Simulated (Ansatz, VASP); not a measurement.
# AlN in VASP and in Ansatz

```
Al N
1.0
     0.00000    2.13506    2.18488
     2.13506    0.00000    2.18488
     2.13506    2.13506    0.00000
Al N
1 1
Direct
  0.00000 0.00000 0.00000
  0.25000 0.25000 0.25000
```

Change from the starting cell: biaxial_xy strain -2.3%.

Alike in both runs: task single point; functional HSE06; k mesh 8 × 8 × 8; no spin polarisation.

|  | VASP | Ansatz |
| --- | --- | --- |
| version | VASP 6.6.1 | Ansatz 0.2.0 |
| potentials or method | VASP PAW PBE potentials, release 64 (Al, N) | plane waves, PAW |
| plane-wave cutoff (eV) | 520 | 420 |
| occupations | gaussian, width 0.01 eV | fixed |
| valence electrons in the cell | 8 | 8 |

|  | VASP | Ansatz | Ansatz less VASP |
| --- | --- | --- | --- |
| gap on the k mesh at the Fermi level (eV) | 4.53 | 4.53 | 0.000 |
| pressure (GPa) | 9.8 | 9.9 | +0.11 |
| traceless stress, the component that is largest in VASP (GPa) | -2.30 | -2.28 | +0.018 |

Ansatz's warnings: stress exchange threshold loose, stress scf threshold loose.
